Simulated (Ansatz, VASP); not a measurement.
## CsPbCl3 in VASP and in Ansatz

The input POSCAR:

```
CsPbCl3
1.0
    5.7329382540      0.0000000000      0.0000000000
    0.0000000000      5.7329382540      0.0000000000
    0.0000000000      0.0000000000      5.7329382540
Cs Pb Cl
1 1 3
Direct
    0.0000000000      0.0000000000      0.0000000000
    0.5000000000      0.5000000000      0.5000000000
    0.5000000000      0.5000000000      0.0000000000
    0.0000000000      0.5000000000      0.5000000000
    0.5000000000      0.0000000000      0.5000000000
```

The input INCAR.step1:

```
PREC = Accurate ; ENCUT = 520
ISMEAR = 0 ; SIGMA = 0.01
LREAL = F ; LASPH = T
NELM = 60 ; NBANDS = 30
GGA = PE ; ALGO = Normal
EDIFF = 1E-4 ; LWAVE = T
LCHARG = F
```

The input INCAR.step2:

```
PREC = Accurate ; ENCUT = 520
EDIFF = 1E-6 ; ISMEAR = 0
SIGMA = 0.01 ; LREAL = F
LASPH = T ; NELM = 60
ALGO = Normal ; ISIF = 2
LWAVE = F ; LCHARG = T
METAGGA = R2SCAN ; LMIXTAU = T
LELF = T ; LVHAR = T
NBANDS = 30 ; ISTART = 1
```

Contents of KPOINTS:

```
regular mesh
0
Gamma
  4 4 4
```

Input for Ansatz:

```yaml
crystal:
  lattice:
    - [5.732938254, 0.0, 0.0]
    - [0.0, 5.732938254, 0.0]
    - [0.0, 0.0, 5.732938254]
  atoms:
    - { symbol: Cs, position: [0.0, 0.0, 0.0] }
    - { symbol: Pb, position: [0.5, 0.5, 0.5] }
    - { symbol: Cl, position: [0.5, 0.5, 0.0] }
    - { symbol: Cl, position: [0.0, 0.5, 0.5] }
    - { symbol: Cl, position: [0.5, 0.0, 0.5] }
kpoints:
  mp_grid: { grid: [4, 4, 4] }
hamiltonian:
  xc: r2scan
scf:
  occupations: { method: fixed }
  n_extra_bands: 5
output:
  forces: true
  stress: true
  eigenvalues: true
```

Alike in both runs: task single point; functional r2SCAN; k mesh 4 × 4 × 4; no spin polarisation.

|  | VASP | Ansatz |
| --- | --- | --- |
| version | VASP 6.6.1 | Ansatz 0.2.0 |
| potentials or method | VASP PAW PBE potentials, release 64 (Cs_sv, Pb_d, Cl) | plane waves, PAW |
| plane-wave cutoff (eV) | 520 | 500 |
| occupations | gaussian, width 0.01 eV | fixed |
| valence electrons in the cell | 44 | 44 |

VASP gave:

| Property | Result |
| --- | --- |
| gap on the k mesh at the Fermi level (eV) | 2.60 |
| pressure (GPa) | -0.7 |

Task: Estimate Ansatz's values.

Result: gap on the k mesh at the Fermi level (eV): 2.58; pressure (GPa): -0.7.

VASP's potentials were made for PBE, not for r2SCAN.

Neither program's run includes spin-orbit coupling.
